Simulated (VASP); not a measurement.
# HPbNO4 (P2_1/m) in VASP: settings compared

Aim: see how the results for HPbNO4 move with the level of theory and the settings. Levels: r2SCAN, PBEsol, PBEsol+D3(BJ). Tasks: single point.

Program: VASP 6.6.1. These are calculated values, not measurements. Logs are shortened: lines on timing, memory, paths and dates and some standing lists are left out, and cuts for length are marked.

## Step 1: The cell of the first run

Symmetry: P2_1/m, No. 11, monoclinic system. Conventional cell: a = 6.815 Å, b = 4.108 Å, c = 7.807 Å, α = 90.00°, β = 114.38°, γ = 90.00°. Within 1.3 Å of H (site symmetry m) lie 1 O at 0.98 Å. Within 3.2 Å of Pb (site symmetry m) lie 8 O at 2.44 to 3.01 Å and 3 H at 2.92 to 2.93 Å. Within 1.7 Å of N (site symmetry m) lie 3 O at 1.23 to 1.27 Å. O (site symmetry m) has 1 H at 0.98 Å within 1.3 Å. O (site symmetry m) has 1 N at 1.23 Å within 1.7 Å. O (site symmetry m) has 1 N at 1.26 Å within 1.7 Å. Within 1.7 Å of O (site symmetry m) lie 1 N at 1.27 Å.

## Step 2: Single point, r2SCAN

Contents of POSCAR:

```
HPbNO4
1.0
    6.8137641769      0.0000000000     -0.1057404045
    0.0000000000      4.1080257184      0.0000000000
   -3.4809099227      0.0000000000      7.1660788575
H Pb N O
2 2 2 8
Direct
    0.2207625056      0.7500000000      0.5039744495
    0.7792374944      0.2500000000      0.4960255505
    0.2984680581      0.2500000000      0.2794458318
    0.7015319419      0.7500000000      0.7205541682
    0.2200753075      0.7500000000      0.8370686415
    0.7799246925      0.2500000000      0.1629313585
    0.3284108609      0.7500000000      0.4547642642
    0.4139432797      0.7500000000      0.8673647324
    0.1697592816      0.7500000000      0.9714100358
    0.0667505784      0.7500000000      0.6701228146
    0.6715891391      0.2500000000      0.5452357358
    0.5860567203      0.2500000000      0.1326352676
    0.8302407184      0.2500000000      0.0285899642
    0.9332494216      0.2500000000      0.3298771854
```

Contents of INCAR.step1:

```
SYSTEM = HPbNO4
ALGO     = Normal         ! electronic algorithm
EDIFF    = 1E-4           ! SCF threshold, eV
ENCUT    = 520            ! plane-wave cutoff, eV
GGA      = PE             ! functional
ISMEAR   = -1             ! smearing method
LASPH    = .True.         ! aspherical terms in the spheres
LCHARG   = .False.        ! write CHGCAR
LREAL    = .False.        ! projectors in reciprocal space
LWAVE    = .True.         ! write WAVECAR
NBANDS   = 57             ! bands
NELM     = 60             ! most SCF steps
PREC     = Accurate       ! precision mode
SIGMA    = 0.05           ! smearing width, eV
```

Contents of INCAR.step2:

```
SYSTEM = HPbNO4
ALGO     = Normal         ! electronic algorithm
EDIFF    = 1E-6           ! SCF threshold, eV
ENCUT    = 520            ! plane-wave cutoff, eV
ISIF     = 2              ! what is computed and relaxed
ISMEAR   = -1             ! smearing method
ISTART   = 1            
LASPH    = .True.         ! aspherical terms in the spheres
LCHARG   = .False.        ! write CHGCAR
LMIXTAU  = .True.       
LREAL    = .False.        ! projectors in reciprocal space
LWAVE    = .False.        ! write WAVECAR
METAGGA  = R2SCAN         ! meta-GGA
NBANDS   = 57             ! bands
NELM     = 60             ! most SCF steps
PREC     = Accurate       ! precision mode
SIGMA    = 0.05           ! smearing width, eV
```

Contents of KPOINTS:

```
k-points
0
Gamma
  3 5 3
  0 0 0
```

Potentials or basis: VASP PAW PBE potentials, release 64 (H, Pb_d, N, O).

Launch:

```console
$ cat potpaw_PBE.64/H/POTCAR potpaw_PBE.64/Pb_d/POTCAR potpaw_PBE.64/N/POTCAR potpaw_PBE.64/O/POTCAR > POTCAR
$ cp INCAR.step1 INCAR
$ mpirun -np 1 vasp_std > vasp.out
$ cp INCAR.step2 INCAR
$ mpirun -np 1 vasp_std > vasp.out
```

OUTCAR:

```text
SYSTEM = HPbNO4
   EDIFF = 1E-6
   ENCUT = 520
   ISIF = 2
   ISMEAR = -1
   ISTART = 1
   LASPH = .True.
   LREAL = .False.
   METAGGA = R2SCAN
   NELM = 60
   PREC = Accurate

 ion  position               nearest neighbor table
   1  0.221  0.750  0.504-   7 0.98
   2  0.779  0.250  0.496-  11 0.98
   3  0.298  0.250  0.279-   7 2.44   7 2.44  11 2.47  14 2.69  12 2.70  13 2.90   9 3.01   9 3.01
                             4 3.93   4 3.93
   4  0.702  0.750  0.721-  11 2.44  11 2.44   7 2.47  10 2.69   8 2.70   9 2.90  13 3.01  13 3.01
                             3 3.93   3 3.93
   5  0.220  0.750  0.837-   8 1.23   9 1.26  10 1.27
   6  0.780  0.250  0.163-  12 1.23  13 1.26  14 1.27
   7  0.328  0.750  0.455-   1 0.98   3 2.44   3 2.44   4 2.47
   8  0.414  0.750  0.867-   5 1.23   4 2.70
   9  0.170  0.750  0.971-   5 1.26   4 2.90   3 3.01   3 3.01
  10  0.067  0.750  0.670-   5 1.27   4 2.69
  11  0.672  0.250  0.545-   2 0.98   4 2.44   4 2.44   3 2.47
  12  0.586  0.250  0.133-   6 1.23   3 2.70
  13  0.830  0.250  0.029-   6 1.26   3 2.90   4 3.01   4 3.01
  14  0.933  0.250  0.330-   6 1.27   3 2.69

  LATTYP: Found a simple monoclinic cell.
 ALAT       =     6.8145846015
 B/A-ratio  =     0.6028284860
 C/A-ratio  =     1.1456973249
 COS(beta)  =    -0.4127978706

  Lattice vectors:

 A1 = (   6.8137641769,   0.0000000000,  -0.1057404045)
 A2 = (   0.0000000000,  -4.1080257184,   0.0000000000)
 A3 = (  -3.3328542542,   0.0000000000,  -7.0603384530)

Analysis of symmetry for initial positions (statically):
=====================================================================
 Subroutine PRICEL returns:
 Original cell was already a primitive cell.

 Routine SETGRP: Setting up the symmetry group for a
 simple monoclinic supercell.

 Subroutine GETGRP returns: Found  4 space group operations
 (whereof  2 operations were pure point group operations)
 out of a pool of  4 trial point group operations.

The static configuration has the point symmetry S_2 .
 The point group associated with its full space group is C_2h.

Analysis of symmetry for dynamics (positions and initial velocities):
=====================================================================
 Subroutine PRICEL returns:
 Original cell was already a primitive cell.

 Routine SETGRP: Setting up the symmetry group for a
 simple monoclinic supercell.

 Subroutine GETGRP returns: Found  4 space group operations
 (whereof  2 operations were pure point group operations)
 out of a pool of  4 trial point group operations.

The dynamic configuration has the point symmetry S_2 .
 The point group associated with its full space group is C_2h.

 Subroutine INISYM returns: Found  4 space group operations
 (whereof  2 operations are pure point group operations),
 and found     1 'primitive' translations

----------------------------------------------------------------------------------------

                                     Primitive cell

  volume of cell :     199.0745

  direct lattice vectors                    reciprocal lattice vectors
     6.813764177  0.000000000 -0.105740404     0.147876472  0.000000000  0.071830731
     0.000000000  4.108025718  0.000000000     0.000000000  0.243425935  0.000000000
    -3.480909923  0.000000000  7.166078857     0.002182019  0.000000000  0.140606241

  length of vectors
     6.814584602  4.108025718  7.966769739     0.164399224  0.243425935  0.140623171

  position of ions in fractional coordinates (direct lattice)
     0.220762506  0.750000000  0.503974449
     0.779237494  0.250000000  0.496025551
     0.298468058  0.250000000  0.279445832
     0.701531942  0.750000000  0.720554168
     0.220075307  0.750000000  0.837068641
     0.779924693  0.250000000  0.162931359
     0.328410861  0.750000000  0.454764264
     0.413943280  0.750000000  0.867364732
     0.169759282  0.750000000  0.971410036
     0.066750578  0.750000000  0.670122815
     0.671589139  0.250000000  0.545235736
     0.586056720  0.250000000  0.132635268
[... 32 lines left out ...]
     0.000000000  0.048685187  0.000000000     0.000000000  0.200000000  0.000000000
     0.000727340  0.000000000  0.046868747     0.000000000  0.000000000  0.333333333

  Length of vectors
     0.054799741  0.048685187  0.046874390

  Shift w.r.t. Gamma in fractional coordinates (k-lattice)
     0.000000000  0.000000000  0.000000000

 Subroutine IBZKPT returns following result:
 ===========================================

 Found     15 irreducible k-points:

 Following reciprocal coordinates:
            Coordinates               Weight
  0.000000  0.000000  0.000000      1.000000
  0.333333  0.000000 -0.000000      2.000000
  0.000000  0.200000  0.000000      2.000000
  0.333333  0.200000 -0.000000      4.000000
  0.000000  0.400000  0.000000      2.000000
  0.333333  0.400000 -0.000000      4.000000
  0.000000  0.000000  0.333333      2.000000
  0.333333  0.000000  0.333333      2.000000
 -0.333333  0.000000  0.333333      2.000000
  0.000000  0.200000  0.333333      4.000000
  0.333333  0.200000  0.333333      4.000000
 -0.333333  0.200000  0.333333      4.000000
  0.000000  0.400000  0.333333      4.000000
  0.333333  0.400000  0.333333      4.000000
 -0.333333  0.400000  0.333333      4.000000
   k-points           NKPTS =     15   k-points in BZ     NKDIM =     15   number of bands    NBANDS=     57
   number of dos      NEDOS =    301   number of ions     NIONS =     14
   total plane-waves  NPLWV = 103680
   dimension x,y,z NGX =    54 NGY =   32 NGZ =   60
   dimension x,y,z NGXF=   108 NGYF=   64 NGZF=  120
   ions per type =               2   2   2   8
   NGX,Y,Z   is equivalent  to a cutoff of  13.17, 12.95, 12.52 a.u.
   NGXF,Y,Z  is equivalent  to a cutoff of  26.35, 25.90, 25.04 a.u.
 SYSTEM =  HPbNO4
   PREC   = accura    normal or accurate (medium, high low for compatibility)
   ISTART =      1    job   : 0-new  1-cont  2-samecut
   ICHARG =      0    charge: 1-file 2-atom 10-const
   ISPIN  =      1    spin polarized calculation?
   LNONCOLLINEAR =      F non collinear calculations
   LSORBIT =      F    spin-orbit coupling
   LASPH  =      T    aspherical Exc in radial PAW
   ENCUT  =  520.0 eV  38.22 Ry    6.18 a.u.  12.67  7.64 14.81*2*pi/ulx,y,z
   NELM   =     60;   NELMIN=  2; NELMDL=  0     # of ELM steps
   EDIFF  = 0.1E-05   stopping-criterion for ELM
   LREAL  =      F    real-space projection
   EDIFFG = 0.1E-04   stopping-criterion for IOM
   NSW    =      0    number of steps for IOM
   IBRION =     -1    ionic relax: 0-MD 1-quasi-New 2-CG
   NFREE  =      0    steps in history (QN), initial steepest desc. (CG)
   ISIF   =      2    stress and relaxation
   ISYM   =      2    0-nonsym 1-usesym 2-fastsym
   POTIM  = 0.5000    time-step for ionic-motion
   TEBEG  =    0.0;   TEEND  =   0.0 temperature during run
   PSTRESS=    0.0 pullay stress
   NELECT =      88.0000    total number of electrons
   NUPDOWN=      -1.0000    fix difference up-down
   EMIN   =  10.00;   EMAX   =-10.00  energy-range for DOS
   EFERMI =   0.00;   METHOD = LEGACY
   ISMEAR =    -1;   SIGMA  =   0.05  broadening in eV -4-tet -1-fermi 0-gaus
   EFERMI_NEDOS =   21; number of points for ismear=-14 and -15
   IALGO  =     38    algorithm
   IMIX   =      4    mixing-type and parameters
     AMIX     =   0.40;   BMIX     =  1.00
     AMIX_MAG =   1.60;   BMIX_MAG =  1.00
  volume/ion in A,a.u.               =      14.22        95.96
  Fermi-wavevector in a.u.,A,eV,Ry     =   1.247088  2.356655 21.160175  1.555229
  Thomas-Fermi vector in A             =   2.381236
   LORBIT       =      0    0 simple, 1 ext, 2 COOP (PROOUT), +10 PAW based schemes
   METAGGA = R2SCAN    functional components
   LHFCALC =     F    Hartree Fock is set to
   AEXX    =    0.0000 exact exchange contribution
   IVDW    =     0    specifies the selected vdW correction
   LEPSILON=     F    determine dielectric tensor
   LRPA    =     F    only Hartree local field effects (RPA)
 non-spin polarized calculation
  energy-cutoff  :      520.00
  volume of cell :      199.07
 maximum number of plane-waves:      5385
 NGX is ok and might be reduce to    54
   NGX = 25   NGY = 15   NGZ = 29

 number of electron      88.0000028 magnetization

 Free energy of the ion-electron system (eV)
  ---------------------------------------------------
  ext. energy  EPLUGINS =         0.00000000
  ---------------------------------------------------
  free energy    TOTEN  =      -196.46137383 eV

  energy without entropy =     -196.46137383  energy(sigma->0) =     -196.46137383

 E-fermi :   1.7382     XC(G=0):  -9.2327

 val. band max:        0.5640922987   @ k =  -0.3333   0.0000   0.3333
 cond. band min:       4.0325508754   @ k =   0.0000   0.2000   0.3333
 fundamental gap:      3.4684585767
 Fermi energy:         1.7382278411

 k-point     1 :       0.0000    0.0000    0.0000
  band No.  band energies     occupation
      1     -26.7023      2.00000
      2     -26.6510      2.00000
      3     -21.0515      2.00000
      4     -20.9553      2.00000
      5     -20.6613      2.00000
      6     -20.6017      2.00000
[... 874 lines left out ...]
     55       9.9990      0.00000
     56      10.2638      0.00000
 [bands above 56 left out]

------------------------ aborting loop because EDIFF is reached ----------------------------------------

  FORCE on cell =-STRESS in cart. coord.  units (eV):
  Direction    XX          YY          ZZ          XY          YZ          ZX
  --------------------------------------------------------------------------------------
  -------------------------------------------------------------------------------------
  Total        2.3273234     -0.1681141      1.6565450      0.0000000      0.0000000      0.0060128
  in kB       18.7305990     -1.3530038     13.3320882      0.0000000      0.0000000      0.0483919
  external PRESSURE =      10.2365611 kB  Pullay stress =       0.0000000 kB

 VOLUME and BASIS-vectors are now :
 -----------------------------------------------------------------------------
  energy-cutoff  :      520.00
  volume of cell :      199.07
      direct lattice vectors                 reciprocal lattice vectors
     6.813764177  0.000000000 -0.105740404     0.147876472  0.000000000  0.071830731
     0.000000000  4.108025718  0.000000000     0.000000000  0.243425935  0.000000000
    -3.480909923  0.000000000  7.166078857     0.002182019  0.000000000  0.140606241

 POSITION                                       TOTAL-FORCE (eV/Angst)
 -----------------------------------------------------------------------------------
     -0.25007      3.08102      3.58818        -0.149775      0.000000      0.061845
      3.58292      1.02701      3.47216         0.149775     -0.000000     -0.061845
      1.06097      1.02701      1.97097         0.015534      0.000000     -0.041167
      2.27189      3.08102      5.08937        -0.015534      0.000000      0.041167
     -1.41422      3.08102      5.97523        -0.139569      0.000000     -0.007283
      4.74707      1.02701      1.08511         0.139569      0.000000      0.007283
      0.65472      3.08102      3.22415         0.104150      0.000000     -0.036984
     -0.19871      3.08102      6.17183         0.679402      0.000000      0.096883
     -2.22469      3.08102      6.94325        -0.331330      0.000000      0.390314
     -1.87781      3.08102      4.79509        -0.174545      0.000000     -0.481878
      2.67813      1.02701      3.83619        -0.104150      0.000000      0.036984
      3.53156      1.02701      0.88850        -0.679402     -0.000000     -0.096883
      5.55755      1.02701      0.11709         0.331330      0.000000     -0.390314
      5.21067      1.02701      2.26524         0.174545      0.000000      0.481878
 -----------------------------------------------------------------------------------
    total drift:                               -0.000000      0.000000     -0.000000

  FREE ENERGIE OF THE ION-ELECTRON SYSTEM (eV)
  ---------------------------------------------------
  free  energy   TOTEN  =      -196.4613738256 eV

  energy  without entropy=     -196.4613738256  energy(sigma->0) =     -196.46137383
```

Run time: 20 min. Hardware: 1 thread of AMD EPYC 7R13, shared host; peak memory 0.41 GiB.

Results:

- Free energy: -196.4614 eV
- Pressure: 1.0 GPa
- Largest force: 0.686 eV/Å
- Band gap on the k mesh: 3.47 eV, indirect (least direct gap 3.65 eV)

Forces on the atoms (eV/Å):
```
H   -0.150  0.000  0.062
H    0.150  0.000 -0.062
Pb   0.016  0.000 -0.041
Pb  -0.016  0.000  0.041
N   -0.140  0.000 -0.007
N    0.140  0.000  0.007
O    0.104  0.000 -0.037
O    0.679  0.000  0.097
O   -0.331  0.000  0.390
O   -0.175  0.000 -0.482
O   -0.104  0.000  0.037
O   -0.679  0.000 -0.097
O    0.331  0.000 -0.390
O    0.175  0.000  0.482
```

Levels at points of the mesh, in eV from the valence-band top:
```
           k point  band 41  band 42  band 43  band 44  band 45  band 46  band 47  band 48
(0.00, 0.00, 0.00)    -1.40    -0.53    -0.45    -0.07     3.58     4.28     4.81     4.89
```

Caveat: the standard files for N, O and F lose accuracy on very short bonds; the PAW data sets were made with another functional, which shifts forces and pressure a little; spin-orbit coupling is left out, which moves the levels of the heavy elements. r2SCAN opens gaps a little over a GGA but as a rule still falls short of measured ones.

## Step 3: Single point, PBEsol

This run uses another cell than the first one, of 14.08 Å³/atom, 0.990 times its volume.

Contents of INCAR:

```
  PREC = Accurate
  ENCUT = 520
  EDIFF = 1E-7
  ISMEAR = -1
  SIGMA = 0.05
  LREAL = False
  LASPH = True
  NELM = 100
  ALGO = Normal
  ISIF = 2
  LWAVE = False
  LCHARG = False
  GGA = PS
  NBANDS = 57
```

Contents of KPOINTS:

```
Automatic mesh
0
Gamma
  3 5 3
```

Contents of POSCAR:

```
HPbNO4
1.0
    6.7333791128      0.0000000000     -0.0321558878
    0.0000000000      4.1345396217      0.0000000000
   -3.3631214934      0.0000000000      7.0988038202
H Pb N O
2 2 2 8
Direct
    0.2250452916      0.7500000000      0.5177287269
    0.7749547084      0.2500000000      0.4822712731
    0.2967178810      0.2500000000      0.2846788414
    0.7032821190      0.7500000000      0.7153211586
    0.2274242210      0.7500000000      0.8403671114
    0.7725757790      0.2500000000      0.1596328886
    0.3290988510      0.7500000000      0.4583928581
    0.4246741249      0.7500000000      0.8748792678
    0.1676625546      0.7500000000      0.9719396519
    0.0798403703      0.7500000000      0.6702444585
    0.6709011490      0.2500000000      0.5416071419
    0.5753258751      0.2500000000      0.1251207322
    0.8323374454      0.2500000000      0.0280603481
    0.9201596297      0.2500000000      0.3297555415
```

Potentials or basis: VASP PAW PBE potentials, release 64 (H, Pb_d, N, O).

Launch:

```console
$ cat potpaw_PBE.64/H/POTCAR potpaw_PBE.64/Pb_d/POTCAR potpaw_PBE.64/N/POTCAR potpaw_PBE.64/O/POTCAR > POTCAR
$ mpirun -np 1 vasp_std > vasp.out
```

It took 4.3 min on 1 thread of Intel Xeon Platinum 8488C (Sapphire Rapids), shared host; peak memory 0.37 GiB.

It converged, with:

| Quantity | Value |
| --- | --- |
| Free energy | -84.8173 eV |
| Pressure | 0.8 GPa |
| Largest force | 0.590 eV/Å |
| Band gap on the k mesh | 2.97 eV, indirect (least direct gap 3.13 eV) |

Forces on the atoms (eV/Å):
```
H   -0.110  0.000  0.046
H    0.110  0.000 -0.046
Pb   0.010  0.000 -0.014
Pb  -0.010  0.000  0.014
N   -0.118  0.000 -0.040
N    0.118  0.000  0.040
O    0.084  0.000 -0.039
O    0.581  0.000  0.104
O   -0.306  0.000  0.341
O   -0.135  0.000 -0.403
O   -0.084  0.000  0.039
O   -0.581  0.000 -0.104
O    0.306  0.000 -0.341
O    0.135  0.000  0.403
```

Stress tensor (GPa, compression positive):
```
 1.55  0.00 -0.04
 0.00 -0.27  0.00
-0.04  0.00  1.08
```

Levels at points of the mesh, in eV from the valence-band top:
| k point | band 41 | band 42 | band 43 | band 44 | band 45 | band 46 | band 47 | band 48 |
| --- | --- | --- | --- | --- | --- | --- | --- | --- |
| (0.00, 0.00, 0.00) | -1.46 | -0.53 | -0.44 | -0.07 | 3.06 | 3.80 | 4.24 | 4.27 |

Caveat: the standard files for N, O and F lose accuracy on very short bonds; the PAW data sets were made with another functional, which shifts forces and pressure a little; spin-orbit coupling is left out, which moves the levels of the heavy elements. A k mesh can miss the band edges.

[end of part 1 of 2]
